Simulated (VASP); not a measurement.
# Se (P3_121) in VASP: notebook, part 3 of 3

VASP 6.6.1.

**6. Relaxation of cell and atoms, RPBE+D4**

This run uses another cell than the first one, of 27.26 Å³/atom, 1.131 times its volume.

The input, INCAR:

```
SYSTEM = Se
PREC = Accurate
ENCUT = 600
EDIFF = 1E-6
ISMEAR = -1
SIGMA = 0.05
LREAL = .FALSE.
LASPH = .TRUE.
NELM = 80
ALGO = Normal
ISIF = 3
LWAVE = .FALSE.
LCHARG = .FALSE.
GGA = RP
IVDW = 13
IBRION = 2
NSW = 60
EDIFFG = -0.01
```

The input, KPOINTS:

```
regular mesh
0
G
  7 7 6
  0 0 0
```

The input, POSCAR:

```
Se
1.0
    4.3662000000      0.0000000000      0.0000000000
   -2.1831000000      3.7812401180      0.0000000000
    0.0000000000      0.0000000000      4.9536000000
Se
3
Direct
    0.7746000000      0.7746000000      0.0000000000
    0.0000000000      0.2254000000      0.6666666667
    0.2254000000      0.0000000000      0.3333333333
```

Potentials or basis: VASP PAW PBE potentials, release 64 (Se).

On the command line:

```bash
$ cat potpaw_PBE.64/Se/POTCAR > POTCAR
$ mpirun -np 1 vasp_std > vasp.out
```

OUTCAR:

```text
SYSTEM = Se
   PREC = Accurate
   ENCUT = 600
   EDIFF = 1E-6
   ISMEAR = -1
   LREAL = .FALSE.
   LASPH = .TRUE.
   NELM = 80
   ISIF = 3
   GGA = RP
   IVDW = 13
   IBRION = 2
   NSW = 60
   EDIFFG = -0.01

 ion  position               nearest neighbor table
   1  0.775  0.775  0.000-   2 2.37   3 2.37
   2  0.000  0.225  0.667-   1 2.37   3 2.37
   3  0.225  0.000  0.333-   1 2.37   2 2.37

  LATTYP: Found a hexagonal cell.
 ALAT       =     4.3662000000
 C/A-ratio  =     1.1345334616

  Lattice vectors:

 A1 = (   4.3662000000,   0.0000000000,   0.0000000000)
 A2 = (  -2.1831000000,   3.7812401180,   0.0000000000)
 A3 = (   0.0000000000,   0.0000000000,   4.9536000000)

Analysis of symmetry for initial positions (statically):
=====================================================================
 Subroutine PRICEL returns:
 Original cell was already a primitive cell.

 Routine SETGRP: Setting up the symmetry group for a
 hexagonal supercell.

 Subroutine GETGRP returns: Found  6 space group operations
 (whereof  2 operations were pure point group operations)
 out of a pool of 24 trial point group operations.

The static configuration has the point symmetry C_2 .
 The point group associated with its full space group is D_3 .

Analysis of symmetry for dynamics (positions and initial velocities):
=====================================================================
 Subroutine PRICEL returns:
 Original cell was already a primitive cell.

 Routine SETGRP: Setting up the symmetry group for a
 hexagonal supercell.

 Subroutine GETGRP returns: Found  6 space group operations
 (whereof  2 operations were pure point group operations)
 out of a pool of 24 trial point group operations.

The dynamic configuration has the point symmetry C_2 .
 The point group associated with its full space group is D_3 .

 Subroutine INISYM returns: Found  6 space group operations
 (whereof  2 operations are pure point group operations),
 and found     1 'primitive' translations

----------------------------------------------------------------------------------------

                                     Primitive cell

  volume of cell :      81.7822

  direct lattice vectors                    reciprocal lattice vectors
     4.366200000  0.000000000  0.000000000     0.229032110  0.132231751  0.000000000
    -2.183100000  3.781240118  0.000000000     0.000000000  0.264463501  0.000000000
     0.000000000  0.000000000  4.953600000     0.000000000  0.000000000  0.201873385

  length of vectors
     4.366200000  4.366200000  4.953600000     0.264463501  0.264463501  0.201873385

  position of ions in fractional coordinates (direct lattice)
     0.774600000  0.774600000  0.000000000
     0.000000000  0.225400000  0.666666667
     0.225400000  0.000000000  0.333333333

  ion indices of the primitive-cell ions
   primitive index   ion index
                 1           1
                 2           2
                 3           3

----------------------------------------------------------------------------------------

 KPOINTS: regular mesh

Automatic generation of k-mesh.
 Grid dimensions read from file:
 generate k-points for:    7    7    6

 Generating k-lattice:

  Cartesian coordinates                     Fractional coordinates (reciprocal lattice)
     0.032718873  0.018890250  0.000000000     0.142857143  0.000000000  0.000000000
[... 51 lines left out ...]
   ISTART =      0    job   : 0-new  1-cont  2-samecut
   ICHARG =      2    charge: 1-file 2-atom 10-const
   ISPIN  =      1    spin polarized calculation?
   LNONCOLLINEAR =      F non collinear calculations
   LSORBIT =      F    spin-orbit coupling
   LASPH  =      T    aspherical Exc in radial PAW
   ENCUT  =  600.0 eV  44.10 Ry    6.64 a.u.   8.72  8.72  9.89*2*pi/ulx,y,z
   NELM   =     80;   NELMIN=  2; NELMDL= -5     # of ELM steps
   EDIFF  = 0.1E-05   stopping-criterion for ELM
   LREAL  =      F    real-space projection
   EDIFFG = -.1E-01   stopping-criterion for IOM
   NSW    =     60    number of steps for IOM
   IBRION =      2    ionic relax: 0-MD 1-quasi-New 2-CG
   NFREE  =      1    steps in history (QN), initial steepest desc. (CG)
   ISIF   =      3    stress and relaxation
   ISYM   =      2    0-nonsym 1-usesym 2-fastsym
   POTIM  = 0.5000    time-step for ionic-motion
   TEBEG  =    0.0;   TEEND  =   0.0 temperature during run
   PSTRESS=    0.0 pullay stress
   NELECT =      18.0000    total number of electrons
   NUPDOWN=      -1.0000    fix difference up-down
   EMIN   =  10.00;   EMAX   =-10.00  energy-range for DOS
   EFERMI =   0.00;   METHOD = LEGACY
   ISMEAR =    -1;   SIGMA  =   0.05  broadening in eV -4-tet -1-fermi 0-gaus
   EFERMI_NEDOS =   21; number of points for ismear=-14 and -15
   IALGO  =     38    algorithm
   IMIX   =      4    mixing-type and parameters
     AMIX     =   0.40;   BMIX     =  1.00
     AMIX_MAG =   1.60;   BMIX_MAG =  1.00
  volume/ion in A,a.u.               =      27.26       183.96
  Fermi-wavevector in a.u.,A,eV,Ry     =   0.988430  1.867862 13.292817  0.976995
  Thomas-Fermi vector in A             =   2.119956
   LORBIT       =      0    0 simple, 1 ext, 2 COOP (PROOUT), +10 PAW based schemes
   GGA     = RP    functional components
   LHFCALC =     F    Hartree Fock is set to
   AEXX    =    0.0000 exact exchange contribution
   IVDW    =    13    specifies the selected vdW correction
   LEPSILON=     F    determine dielectric tensor
   LRPA    =     F    only Hartree local field effects (RPA)
 conjugate gradient relaxation of ions
 non-spin polarized calculation
  energy-cutoff  :      600.00
  volume of cell :       81.78
 maximum number of plane-waves:      2756
 NGX is ok and might be reduce to    36
   NGX = 17   NGY = 17   NGZ = 19

--------------------------------------- Ionic step        1  -------------------------------------------

 number of electron      18.0000000 magnetization

 Free energy of the ion-electron system (eV)
  ---------------------------------------------------
  ext. energy  EPLUGINS =         0.00000000
  ---------------------------------------------------
  free energy    TOTEN  =        -9.48617614 eV

  energy without entropy =       -9.48617591  energy(sigma->0) =       -9.48617603

------------------------ aborting loop because EDIFF is reached ----------------------------------------

  DFT-D4 for vdW energy calculation

  Edisp (eV):   -2.01938
[... 108 lines left out ...]
  FREE ENERGIE OF THE ION-ELECTRON SYSTEM (eV)
  ---------------------------------------------------
  free  energy   TOTEN  =       -11.5429689670 eV

  energy  without entropy=      -11.5429681154  energy(sigma->0) =      -11.54296854

 E-fermi :   6.6470     XC(G=0): -10.4349

 val. band max:        6.3605134888   @ k =   0.2857   0.2857   0.5000
 cond. band min:       6.8028136642   @ k =   0.0000   0.0000   0.5000
 fundamental gap:      0.4423001754
 Fermi energy:         6.6469728932

 k-point     1 :       0.0000    0.0000    0.0000
  band No.  band energies     occupation
      1     -10.9970      2.00000
      2      -6.2395      2.00000
      3      -6.2395      2.00000
      4       2.6001      2.00000
      5       3.2791      2.00000
      6       3.2791      2.00000
      7       4.2469      2.00000
      8       4.2469      2.00000
      9       5.0547      2.00000
     10       7.9104      0.00000
     11       7.9104      0.00000
     12       8.7434      0.00000
     13      12.6229      0.00000
[... 356 lines left out ...]
      2      -8.0843      2.00000
      3      -4.9097      2.00000
      4       0.6267      2.00000
      5       1.6634      2.00000
      6       2.2386      2.00000
      7       2.8260      2.00000
      8       3.5815      2.00000
      9       4.1469      2.00000
     10       8.7081      0.00000
     11       9.4253      0.00000
     12      10.3034      0.00000
     13      12.3150      0.00000

 [... further k-points ...]

[... ionic steps 4 to 20 ...]

--------------------------------------- Ionic step       21  -------------------------------------------

 number of electron      18.0000000 magnetization

------------------------ aborting loop because EDIFF is reached ----------------------------------------
[... 77 lines left out ...]
--------------------------------------- Ionic step       23  -------------------------------------------

 number of electron      18.0000000 magnetization

 Free energy of the ion-electron system (eV)
  ---------------------------------------------------
  ext. energy  EPLUGINS =         0.00000000
  ---------------------------------------------------
  free energy    TOTEN  =        -9.17143970 eV

  energy without entropy =       -9.17143080  energy(sigma->0) =       -9.17143525

 E-fermi :   4.8868     XC(G=0):  -9.6568

 val. band max:        4.4447725024   @ k =   0.4286   0.1429   0.5000
 cond. band min:       5.3173665453   @ k =   0.0000   0.0000   0.5000
 fundamental gap:      0.8725940429
 Fermi energy:         4.8867511161

 k-point     1 :       0.0000    0.0000    0.0000
  band No.  band energies     occupation
      1     -11.7258      2.00000
      2      -7.5758      2.00000
      3      -7.5758      2.00000
      4       0.9241      2.00000
      5       1.2536      2.00000
      6       1.2536      2.00000
      7       2.6436      2.00000
      8       2.6436      2.00000
      9       3.8206      2.00000
     10       5.9106      0.00000
     11       5.9106      0.00000
     12       6.6685      0.00000
     13      10.9340      0.00000
[... 402 lines left out ...]
  FREE ENERGIE OF THE ION-ELECTRON SYSTEM (eV)
  ---------------------------------------------------
  free  energy   TOTEN  =       -11.6903269969 eV

  energy  without entropy=      -11.6903180975  energy(sigma->0) =      -11.69032255

 reached required accuracy - stopping structural energy minimisation
```

CONTCAR:

```text
Se
   1.00000000000000
     3.9161994115121606   -0.0000000000000001   -0.0000000000000000
    -1.9580997057560803    3.3915281766526717   -0.0000000000000000
    -0.0000000000000000    0.0000000000000000    5.1717091959242625
  Se
     3
Direct
     0.7409498590342947    0.7409498590342934    0.0000000000000000
     0.0000000000000013    0.2590501409657064    0.6666666667000030
     0.2590501409657037    0.0000000000000000    0.3333333332999970

  0.00000000E+00  0.00000000E+00  0.00000000E+00
  0.00000000E+00  0.00000000E+00  0.00000000E+00
  0.00000000E+00  0.00000000E+00  0.00000000E+00
```

It took 6.7 min on 1 thread of Intel Xeon Platinum 8259CL at 2.50GHz (Skylake/Cascade Lake), shared host; peak memory 0.25 GiB.

Results:

* Free energy: -11.6903 eV
* Relaxed volume: 22.90 Å³/atom
* Relaxed cell: a = 3.916 Å, b = 3.916 Å, c = 5.172 Å, α = 90.00°, β = 90.00°, γ = 120.00°
* Space group after relaxing (to 0.05 Å): P3_121 (No. 152)
* Energy gained by relaxing: 61.6 meV/atom
* Ionic steps: 23
* Pressure after relaxing: 0.0 GPa
* Largest force after relaxing: 0.008 eV/Å
* Band gap on the k mesh: 0.87 eV, indirect (least direct gap 1.03 eV)
* Dispersion energy per atom: -0.840 eV

Forces on the atoms (eV/Å):
```
Se  -0.004 -0.007  0.000
Se  -0.004  0.007  0.000
Se   0.008  0.000  0.000
```

The path:
```tsv
step	energy change (eV)	largest force (eV/Å)	pressure (GPa)	volume (Å³)
1	0.0000	0.5212	-0.09	81.78
2	-0.0323	0.1259	-1.76	81.60
3	-0.0374	0.1042	-2.81	81.46
4	-0.0550	0.1014	-2.73	80.36
5	-0.1038	0.0840	-2.28	77.12
6	-0.1687	0.0235	-0.39	70.84
7	0.0463	0.0600	10.04	59.08
8	-0.1725	0.0750	0.59	69.61
9	-0.1731	0.0799	1.02	68.78
10	-0.1795	0.0274	0.53	68.26
11	-0.1792	0.1268	0.09	67.67
12	-0.1803	0.0790	0.30	67.97
13	-0.1821	0.0722	0.07	68.30
14	-0.1834	0.0642	-0.20	68.71
15	-0.1831	0.0471	-0.70	69.54
16	-0.1837	0.0575	-0.40	69.04
17	-0.1846	0.0191	0.05	68.81
18	-0.1846	0.0104	0.00	68.83
19	-0.1846	0.0087	0.00	68.84
20	-0.1846	0.0072	-0.01	68.84
21	-0.1847	0.0060	-0.04	68.83
22	-0.1847	0.0017	-0.10	68.78
23	-0.1848	0.0080	-0.03	68.69
```

Final structure:
```
CELL_PARAMETERS angstrom
3.91620 0.00000 0.00000
-1.95810 3.39153 0.00000
0.00000 0.00000 5.17171
ATOMIC_POSITIONS crystal
Se 0.74095 0.74095 0.00000
Se 0.00000 0.25905 0.66667
Se 0.25905 0.00000 0.33333
```

Levels at points of the mesh, in eV from the valence-band top:
```
           k point  band 7  band 8  band 9  band 10  band 11  band 12
(0.00, 0.00, 0.00)   -1.80   -1.80   -0.62     1.47     1.47     2.22
(0.00, 0.00, 0.50)   -1.40   -1.12   -1.12     0.87     0.98     0.98
```

Caveat: the volume moved by over 15 % at a fixed basis, so the end points are rough; the PAW data sets were made with another functional, which shifts forces and pressure a little; the volume moved by -16 % from the deposited cell, more than functionals usually miss. A k mesh can miss the band edges.

**7. The runs side by side**

| task | level | cell | cutoff (eV) | gap on the mesh (eV) | pressure (GPa) | relaxed volume (Å³/atom) | largest force (eV/Å) |
| --- | --- | --- | --- | --- | --- | --- | --- |
| single point | PBEsol | a = 4.038, b = 4.038, c = 5.123 Å, angles 90.0, 90.0, 120.0°, 3 atoms | 520 | 0.90 | 0.2 | - | 0.03 |
| single point | r2SCAN | a = 4.277, b = 4.277, c = 4.852 Å, angles 90.0, 90.0, 120.0°, 3 atoms | 520 | 1.40 | 5.7 | - | 0.73 |
| single point | r2SCAN | a = 4.307, b = 4.307, c = 4.887 Å, angles 90.0, 90.0, 120.0°, 3 atoms | 520 | 1.42 | 4.1 | - | 0.49 |
| relaxation of cell and atoms | PBEsol | relaxed from a = 4.366, b = 4.366, c = 4.954 Å, angles 90.0, 90.0, 120.0°, 3 atoms | 600 | 0.90 | 0.0 | 24.12 | - |
| relaxation of cell and atoms | RPBE+D4 | relaxed from a = 4.366, b = 4.366, c = 4.954 Å, angles 90.0, 90.0, 120.0°, 3 atoms | 600 | 0.87 | 0.0 | 22.90 | 0.01 |

Alike in all rows: potentials or basis VASP PAW PBE potentials, release 64 (Se); no spin polarisation; k mesh 7 × 7 × 6; smearing fermi-dirac 0.05 eV.

Caveats: the PAW data sets were made with another functional, which shifts forces and pressure a little; the volume moved by -12 % from the deposited cell, more than functionals usually miss (some runs); the volume moved by over 15 % at a fixed basis, so the end points are rough (some runs); the volume moved by -16 % from the deposited cell, more than functionals usually miss (some runs).

Total energies depend on the potentials used, so only differences within one code and one set of settings carry meaning.
